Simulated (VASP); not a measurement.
Wanted: the native input for a VASP 6.6.1 run.

| Item | Value |
| --- | --- |
| Task | single point |
| Functional | PBE |
| Potentials or basis | VASP PAW PBE potentials, release 64 (Ga_d, Se, S) |
| Cutoff | 500 eV |
| k mesh | 3 × 3 × 2 |
| Occupations | gaussian, width 0.15 eV |
| Spin | no spin polarisation |
| Dipole correction | no |
| Further INCAR settings | ALGO = Normal; EDIFF = 1e-06; NBANDS = 34 |

The structure of Ga2SeS3 lies in POSCAR:

```
Ga2SeS3
1.0
    5.0571787790      0.0000000000      0.0000000000
   -2.5285893895      4.3796452941      0.0000000000
    0.0000000000      0.0000000000      9.5610353290
Ga Se S
2 1 3
Direct
    0.3333333333      0.6666666667      0.0000000000
    0.6666666667      0.3333333333      0.0000000000
    0.0000000000      0.0000000000      0.5000000000
    0.0000000000      0.0000000000      0.2641157511
    0.0000000000      0.0000000000      0.7358842489
    0.0000000000      0.0000000000      0.0000000000
```

The cell was built from a structure type or drawn by symmetry, and may not be a known phase.

The input as run:

INCAR

```
PREC = Accurate ; ENCUT = 500
EDIFF = 1E-6 ; ISMEAR = 0
SIGMA = 0.15 ; LREAL = F
LASPH = T ; NELM = 120
ALGO = Normal ; ISIF = 2
LWAVE = F ; LCHARG = T
GGA = PE ; LELF = T
LVHAR = T ; NBANDS = 34
GGA_COMPAT = F
```

KPOINTS

```
Automatic mesh
0
Gamma
  3 3 2
```

Potentials or basis: VASP PAW PBE potentials, release 64 (Ga_d, Se, S).

Command:

```console
$ cat potpaw_PBE.64/Ga_d/POTCAR potpaw_PBE.64/Se/POTCAR potpaw_PBE.64/S/POTCAR > POTCAR
$ mpirun -np 1 vasp_std > vasp.out
```

Results of the run:

| Quantity | Value |
| --- | --- |
| Pressure | 0.5 GPa |
| Largest force | 0.019 eV/Å |
| Band gap on the k mesh | zero (bands 25 and 26 overlap by 0.40 eV) |

Caveat: the k points lie up to 0.48 Å⁻¹ apart.

Run time: 51 s on 1 thread of Intel(R) Xeon(R) Platinum 8559C (Emerald Rapids), with other jobs on the host, peak memory 0.33 GiB.
